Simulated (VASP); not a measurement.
# Al17P16 (a cell with a defect) in VASP: notebook

Al17P16 (a cell with a defect) is run at these levels: PBE; tasks: single point.

Program: VASP 6.6.1. These are calculated values, not measurements. Logs are shortened: lines on timing, memory, paths and dates and some standing lists are left out, and cuts for length are marked.

## Step 1: The cell of the first run

The cell holds a defect, 33 atoms: a = 9.539 Å, b = 9.539 Å, c = 9.539 Å, α = 109.47°, β = 109.47°, γ = 109.47°.

## Step 2: Single point, PBE, collinear spin (with an interstitial atom, then relaxed in part)

INCAR

```
PREC     = Accurate       # precision mode
ENCUT    = 520            # plane-wave cutoff, eV
EDIFF    = 1E-6           # SCF threshold, eV
ISMEAR   = 0              # smearing method
SIGMA    = 0.01           # smearing width, eV
LREAL    = Auto         
LASPH    = True           # aspherical terms in the spheres
NELM     = 150            # most SCF steps
ALGO     = Normal         # electronic algorithm
ISIF     = 2              # what is computed and relaxed
LWAVE    = False          # write WAVECAR
LCHARG   = True           # write CHGCAR
ISPIN    = 2              # spin polarisation
MAGMOM   = 0 0 0.091 0 0 0.091 0 0.091 0.091 0 0 0.091 0.091 0 0 0 0.091 0 0 0.091 0 0 0.091 0 0 0.091 0 0 0 0 0 0.091 0 # initial moments
LORBIT   = 11             # projections on sites
GGA      = PE             # functional
LVHAR    = True         
NBANDS   = 92             # bands
KPAR     = 2
```

KPOINTS

```
Automatic mesh
0
Gamma
  2 2 2
  0.5 0.5 0.5
```

POSCAR

```
Al17P16
1.0
    5.5073398859      5.5073398859     -5.5073398859
   -5.5073398859     -5.5073398859     -5.5073398859
   -5.5073398859      5.5073398859      5.5073398859
Al P
17 16
Direct
    0.2485476816     -0.0010416327      0.7485409138
    0.4991330311      0.7494963841      0.7487370458
    0.7400495658      0.4996379239      0.7399915120
    0.7487567065     -0.0010607339      0.2486829263
   -0.0007488739      0.9900938989     -0.0010906921
    0.2581380533      0.7584645601     -0.0010499384
    0.4889484697      0.4986980810     -0.0013895681
    0.7398284527      0.2404493793     -0.0011973638
   -0.0006565653      0.2412101968      0.7399701618
    0.5094940214      0.0092241818      0.5088360920
    0.7490949669      0.7492207506      0.4985943237
   -0.0009040573      0.7583193110      0.2571686550
    0.2573084919      0.4994563213      0.2573441336
    0.4989093091      0.2494862546      0.2487895419
   -0.0007829738      0.4990432623      0.4887808707
    0.2490738849      0.2492737039      0.4985884729
   -0.0011425861      0.4995815683     -0.0015232204
    0.2506754773      1.0022014726     -0.0012005195
    0.5016503713      0.7506007077     -0.0014556192
    0.7442745518      0.4996033811     -0.0011075813
    0.7485891720     -0.0031488420      0.4963833973
   -0.0011889967      1.0022604547      0.2502775061
    0.2540116937      0.7545929176      0.2537435595
    0.5012389818      0.4992947149      0.2504349510
    0.7471818727      0.2474735012      0.2498844170
   -0.0011149524      0.2450038188     -0.0012973662
    0.4959964326      0.9966193421      0.7476271461
    0.7476103081      0.7508752682      0.7472248746
   -0.0011189031      0.7505793088      0.5010014666
    0.2509500642      0.4993504156      0.5015567800
    0.4963988698      0.2482523190      0.4960721302
   -0.0008610258      0.4999708667      0.7440197399
    0.2498870223      0.2473555895      0.7467458453
```

Potentials or basis: VASP PAW PBE potentials, release 64 (Al, P).

Command:

```sh
cat potpaw_PBE.64/Al/POTCAR potpaw_PBE.64/P/POTCAR > POTCAR
mpirun -np 4 vasp_std > vasp.out
```

OUTCAR:

```text
PREC = Accurate
   ENCUT = 520
   EDIFF = 1E-6
   ISMEAR = 0
   LREAL = Auto
   LASPH = True
   NELM = 150
   ISIF = 2
   ISPIN = 2
   LORBIT = 11
   GGA = PE

 ion  position               nearest neighbor table
   1  0.249  0.999  0.749-  18 2.37  29 2.37  27 2.37  33 2.37
   2  0.499  0.749  0.749-  30 2.37  28 2.37  27 2.37  19 2.37
   3  0.740  0.500  0.740-  28 2.35  31 2.35  20 2.46  32 2.46  17 2.85
   4  0.749  0.999  0.249-  22 2.37  21 2.37  19 2.37  25 2.37
   5  0.999  0.990  0.999-  18 2.36  22 2.36  28 2.36  26 2.43
   6  0.258  0.758  0.999-  18 2.35  19 2.35  23 2.46  32 2.46  17 2.85
   7  0.489  0.499  0.999-  33 2.36  24 2.36  19 2.37  20 2.43
   8  0.740  0.240  0.999-  27 2.35  25 2.35  26 2.46  20 2.46  17 2.86
   9  0.999  0.241  0.740-  33 2.35  21 2.35  32 2.46  26 2.46  17 2.85
  10  0.509  0.009  0.509-  21 2.36  27 2.36  31 2.37  23 2.43
  11  0.749  0.749  0.499-  29 2.37  21 2.37  28 2.37  24 2.37
  12  0.999  0.758  0.257-  22 2.35  29 2.35  20 2.45  23 2.45  17 2.85
  13  0.257  0.499  0.257-  24 2.35  30 2.35  26 2.45  23 2.46  17 2.85
  14  0.499  0.249  0.249-  24 2.37  18 2.37  31 2.37  25 2.37
  15  0.999  0.499  0.489-  30 2.36  25 2.36  29 2.36  32 2.43
  16  0.249  0.249  0.499-  30 2.37  31 2.37  33 2.37  22 2.37
  17  0.999  0.500  0.998-  26 2.43  32 2.43  20 2.43  23 2.43  12 2.85   3 2.85   9 2.85  13 2.85
                             6 2.85   8 2.86
  18  0.251  0.002  0.999-   6 2.35   5 2.36   1 2.37  14 2.37
  19  0.502  0.751  0.999-   6 2.35   7 2.37   4 2.37   2 2.37
  20  0.744  0.500  0.999-  17 2.43   7 2.43  12 2.45   3 2.46   8 2.46
  21  0.749  0.997  0.496-   9 2.35  10 2.36   4 2.37  11 2.37
  22  0.999  0.002  0.250-  12 2.35   5 2.36   4 2.37  16 2.37
  23  0.254  0.755  0.254-  10 2.43  17 2.43  12 2.45  13 2.46   6 2.46
  24  0.501  0.499  0.250-  13 2.35   7 2.36  14 2.37  11 2.37
  25  0.747  0.247  0.250-   8 2.35  15 2.36  14 2.37   4 2.37
  26  0.999  0.245  0.999-  17 2.43   5 2.43  13 2.45   8 2.46   9 2.46
  27  0.496  0.997  0.748-   8 2.35  10 2.36   1 2.37   2 2.37
  28  0.748  0.751  0.747-   3 2.35   5 2.36   2 2.37  11 2.37
  29  0.999  0.751  0.501-  12 2.35  15 2.36   1 2.37  11 2.37
  30  0.251  0.499  0.502-  13 2.35  15 2.36  16 2.37   2 2.37
  31  0.496  0.248  0.496-   3 2.35  10 2.37  16 2.37  14 2.37
  32  0.999  0.500  0.744-  17 2.43  15 2.43   6 2.46   9 2.46   3 2.46
  33  0.250  0.247  0.747-   9 2.35   7 2.36  16 2.37   1 2.37

  LATTYP: Found a body centered cubic cell.
 ALAT       =    11.0146797718

  Lattice vectors:

 A1 = (   5.5073398859,   5.5073398859,  -5.5073398859)
 A2 = (  -5.5073398859,  -5.5073398859,  -5.5073398859)
 A3 = (  -5.5073398859,   5.5073398859,   5.5073398859)

Analysis of symmetry for initial positions (statically):
=====================================================================
[... 225 lines left out ...]

  energy without entropy =     -165.87937438  energy(sigma->0) =     -165.88033839

 E-fermi :   6.6248     XC(G=0):  -9.2517

 val. band max:        6.5721166662   @ k =  -0.2500   0.2500   0.2500
 cond. band min:       6.6276795045   @ k =   0.2500   0.2500  -0.2500
 fundamental gap:      0.0555628384
 Fermi energy:         6.6247706575

 spin component 1

 k-point     1 :       0.2500    0.2500    0.2500
  band No.  band energies     occupation
      1      -6.7188      1.00000
      2      -6.2237      1.00000
      3      -6.2227      1.00000
      4      -6.2218      1.00000
      5      -5.2663      1.00000
      6      -5.2659      1.00000
[... 309 lines left out ...]
     76       8.0814      0.00000
     77       8.1522      0.00000
 Fermi energy:         6.6247706575

 spin component 2

 k-point     1 :       0.2500    0.2500    0.2500
  band No.  band energies     occupation
      1      -6.6940      1.00000
      2      -6.2129      1.00000
      3      -6.2119      1.00000
      4      -6.2110      1.00000
      5      -5.2523      1.00000
      6      -5.2518      1.00000
[... 309 lines left out ...]
     76       8.1095      0.00000
     77       8.1744      0.00000
 [bands above 77 left out]

------------------------ aborting loop because EDIFF is reached ----------------------------------------

  FORCE on cell =-STRESS in cart. coord.  units (eV):
  Direction    XX          YY          ZZ          XY          YZ          ZX
  --------------------------------------------------------------------------------------
  -------------------------------------------------------------------------------------
  Total        6.4973546      6.4929346      6.4770465     -0.0124945     -0.0874123     -0.0537948
  in kB       15.5797871     15.5691886     15.5310910     -0.0299602     -0.2096031     -0.1289927
  external PRESSURE =      15.5600222 kB  Pullay stress =       0.0000000 kB

 VOLUME and BASIS-vectors are now :
 -----------------------------------------------------------------------------
  energy-cutoff  :      520.00
  volume of cell :      668.17
      direct lattice vectors                 reciprocal lattice vectors
     5.507339886  5.507339886 -5.507339886     0.000000000  0.090787932 -0.090787932
    -5.507339886 -5.507339886 -5.507339886    -0.090787932  0.000000000 -0.090787932
    -5.507339886  5.507339886  5.507339886    -0.090787932  0.090787932  0.000000000

 POSITION                                       TOTAL-FORCE (eV/Angst)
 -----------------------------------------------------------------------------------
     -8.25524     -0.01030     -2.74797         0.001266     -0.002405     -0.008194
     -5.50239      2.74471     -2.75308        -0.007576      0.008014      0.000543
     -2.75136      5.39941     -2.75200         0.003535     -0.007721     -0.002721
     -2.74742     -0.00826     -8.25557        -0.008672     -0.009512     -0.009751
     -5.45090      5.55177     -5.45467         0.008618      0.001361      0.015731
     -8.25703      2.74609     -0.09722         0.000690     -0.002501     -0.000196
[... 25 lines left out ...]
     -1.34848      6.84666     -4.15854         0.003190      0.003285      0.014249
     -4.09864      4.12652      1.37410        -0.000917      0.003494     -0.002287
 -----------------------------------------------------------------------------------
    total drift:                               -0.020357      0.025415     -0.001670

  FREE ENERGIE OF THE ION-ELECTRON SYSTEM (eV)
  ---------------------------------------------------
  free  energy   TOTEN  =      -165.8813023928 eV

  energy  without entropy=     -165.8793743844  energy(sigma->0) =     -165.88033839

 total charge

# of ion       s       p       d       tot
------------------------------------------
    1        0.394   0.380   0.000   0.774
    2        0.394   0.380   0.000   0.773
    3        0.398   0.369   0.000   0.767
    4        0.394   0.380   0.000   0.774
    5        0.403   0.376   0.000   0.779
    6        0.398   0.370   0.000   0.767
[... 25 lines left out ...]
   32        1.025   1.523   0.000   2.549
   33        1.013   1.582   0.000   2.595
--------------------------------------------------
tot         23.141  31.398   0.000  54.539

 magnetization (x)

# of ion       s       p       d       tot
------------------------------------------
    1        0.000   0.001   0.000   0.001
    2        0.000   0.001   0.000   0.001
    3        0.001   0.002   0.000   0.003
    4        0.000   0.001   0.000   0.001
    5        0.003   0.003   0.000   0.006
    6        0.001   0.002   0.000   0.003
[... 25 lines left out ...]
   32        0.002  -0.000   0.000   0.002
   33        0.001   0.001   0.000   0.001
--------------------------------------------------
tot          0.073   0.042   0.000   0.115
```

Wall time 6.2 min (4 MPI ranks of Intel Xeon Platinum 8259CL at 2.50GHz (Skylake/Cascade Lake), shared host); peak memory 0.71 GiB.

What came out:

```
Free energy                                           : -165.8813 eV
Pressure                                              : 1.6 GPa
Largest force                                         : 0.027 eV/Å
Net moment                                            : 0.50 μB per cell
Site moments                                          : Al +0.00, +0.01, +0.04 (each value once); P +0.00 μB
Valence electrons inside the program's atomic spheres : Al 0.77, 0.78, 0.84 (each value once); P 2.60, 2.59, 2.55 (each value once)
```

Forces in eV/Å, atoms in the order of the input:
```
Al   0.001 -0.002 -0.008
Al  -0.008  0.008  0.001
Al   0.004 -0.008 -0.003
Al  -0.009 -0.010 -0.010
Al   0.009  0.001  0.016
Al   0.001 -0.003  0.000
Al  -0.022 -0.015 -0.003
Al   0.000 -0.002 -0.005
Al   0.005  0.002  0.005
Al  -0.020 -0.009 -0.003
Al  -0.004  0.005  0.005
Al  -0.024  0.008  0.007
Al  -0.006  0.021 -0.003
Al   0.000  0.011 -0.003
Al   0.000 -0.020 -0.009
Al  -0.003  0.007  0.003
Al  -0.007  0.007 -0.001
P    0.001  0.000 -0.003
P    0.003  0.004  0.001
P    0.016 -0.003  0.007
P    0.006 -0.008  0.008
P    0.007  0.009 -0.005
P    0.017 -0.005  0.005
P    0.006  0.008 -0.016
P    0.002  0.000  0.003
P    0.008 -0.011  0.003
P    0.004  0.006 -0.004
P    0.006 -0.004  0.004
P   -0.001 -0.005 -0.002
P    0.002 -0.005 -0.001
P    0.003  0.005  0.002
P    0.003  0.003  0.014
P   -0.001  0.003 -0.002
```

Caveat: the k points lie up to 0.40 Å⁻¹ apart; the cell differs from its parent crystal (with an interstitial atom, then relaxed in part).

## Step 3: Single point, PBE, collinear spin (with an interstitial atom, then relaxed in part)

INCAR

```
  ALGO = Normal
  EDIFF = 1E-6
  ENCUT = 400
  GGA = PE
  GGA_COMPAT = F
  ISIF = 2
  ISMEAR = 0
  ISPIN = 2
  LASPH = T
  LCHARG = F
  LORBIT = 11
  LREAL = Auto
  LWAVE = F
  MAGMOM = 0 0 0.091 0 0 0.091 0 0.091 0.091 0 0 0.091 0.091 0 0 0 0.091 0 0 0.091 0 0 0.091 0 0 0.091 0 0 0 0 0 0.091 0
  NBANDS = 92
  NELECT = 129.0
  NELM = 200
  PREC = Accurate
  SIGMA = 0.01
```

KPOINTS is that of step 2.

POSCAR

```
Al17P16
1.0
    5.5073398859      5.5073398859     -5.5073398859
   -5.5073398859     -5.5073398859     -5.5073398859
   -5.5073398859      5.5073398859      5.5073398859
Al P
17 16
Direct
    0.2483695621     -0.0010401059      0.7479421592
    0.4984114280      0.7490917128      0.7479837985
    0.7367734114      0.4989886324      0.7363801526
    0.7483792657     -0.0009502008      0.2479032122
   -0.0016279641      0.9890983254     -0.0021587576
    0.2599397559      0.7605720373     -0.0019855522
    0.4885357297      0.4990467612     -0.0020622304
    0.7369568320      0.2376042826     -0.0020094225
   -0.0015106486      0.2375190285      0.7363780653
    0.5082884437      0.0088762706      0.5078670226
    0.7484140532      0.7490696893      0.4979323522
   -0.0014948148      0.7607174229      0.2595236822
    0.2599223003      0.4990745251      0.2595626435
    0.4983967546      0.2490722529      0.2478971399
   -0.0016351889      0.4989950375      0.4881254682
    0.2484575853      0.2490502266      0.4979276988
   -0.0016184819      0.4990077557     -0.0020631433
    0.2494262931      1.0028810617     -0.0020295594
    0.5022397999      0.7500467673     -0.0020620458
    0.7480690309      0.4991824672     -0.0019883636
    0.7456269283     -0.0047528741      0.4940757439
   -0.0016092368      1.0029664370      0.2489295163
    0.2488283905      0.7494833210      0.2484138326
    0.5021922488      0.4990346571      0.2489408374
    0.7473899735      0.2480657540      0.2507600712
   -0.0015368657      0.2486679567     -0.0020857451
    0.4946151049      0.9952618112      0.7451866481
    0.7473010824      0.7518297627      0.7468690652
   -0.0016119603      0.7500358733      0.5017684644
    0.2494343973      0.4990677647      0.5019082561
    0.4945657395      0.2461382882      0.4939957995
   -0.0016199412      0.4990519289      0.7475804198
    0.2512966205      0.2479472053      0.7468881208
```

Potentials or basis: VASP PAW PBE potentials, release 64 (Al, P).

Command:

```sh
cat potpaw_PBE.64/Al/POTCAR potpaw_PBE.64/P/POTCAR > POTCAR
mpirun -np 1 vasp_std > vasp.out
```

Run time: 13 min. Hardware: 1 thread of Oxide Virtual Turin-like, shared host; peak memory 0.82 GiB.

It converged, with:

- Free energy: -178.7242 eV
- Largest force: 0.008 eV/Å
- Net moment: 0.50 μB per cell
- Site moments: Al +0.00, +0.01, +0.04 (each value once); P +0.00 μB
- Valence electrons inside the program's atomic spheres: Al 0.77, 0.76, 0.78 (each value once); P 2.59, 2.55 (each value once)

Forces on the atoms (eV/Å):
```
Al   0.001  0.001 -0.001
Al   0.000  0.000  0.000
Al   0.000  0.005 -0.002
Al   0.000  0.000 -0.001
Al  -0.002  0.001  0.001
Al   0.001  0.000  0.003
Al  -0.002 -0.001  0.002
Al   0.000 -0.001 -0.004
Al  -0.005  0.000 -0.001
Al   0.000  0.000 -0.005
Al   0.001 -0.002  0.001
Al   0.003  0.000  0.003
Al   0.001 -0.004  0.000
Al   0.001  0.001  0.000
Al   0.001 -0.003 -0.005
Al   0.001  0.001  0.001
Al  -0.002  0.001 -0.002
P    0.001 -0.001  0.001
P   -0.001  0.000  0.002
P    0.005  0.003  0.000
P   -0.001  0.000  0.005
P    0.001  0.000 -0.001
P    0.005 -0.004  0.005
P   -0.002  0.001 -0.003
P    0.000  0.002  0.000
P   -0.002 -0.002  0.000
P    0.000 -0.001  0.001
P    0.000  0.002 -0.003
P    0.002  0.002  0.000
P    0.000 -0.003 -0.001
P   -0.002  0.001  0.003
P   -0.001  0.002  0.003
P   -0.004  0.000 -0.002
```

Levels at points of the mesh, in eV from the Fermi level:
Spin up:
| k point | band 62 | band 63 | band 64 | band 65 | band 66 | band 67 | band 68 | band 69 |
| --- | --- | --- | --- | --- | --- | --- | --- | --- |
| (0.25, 0.25, 0.25) | -2.05 | -2.05 | -2.05 | -0.18 | 0.64 | 0.65 | 0.65 | 1.10 |
Spin down:
```tsv
k point	band 61	band 62	band 63	band 64	band 65	band 66	band 67	band 68
(0.25, 0.25, 0.25)	-2.10	-2.05	-2.05	-2.04	-0.11	0.70	0.70	0.70
```

Caveat: the k points lie up to 0.40 Å⁻¹ apart; the cell carries a net charge on a neutralising background, which shifts energy and pressure; the cell differs from its parent crystal (with an interstitial atom, then relaxed in part); the cell is charged against a uniform background, so pressure and absolute levels hang on convention.
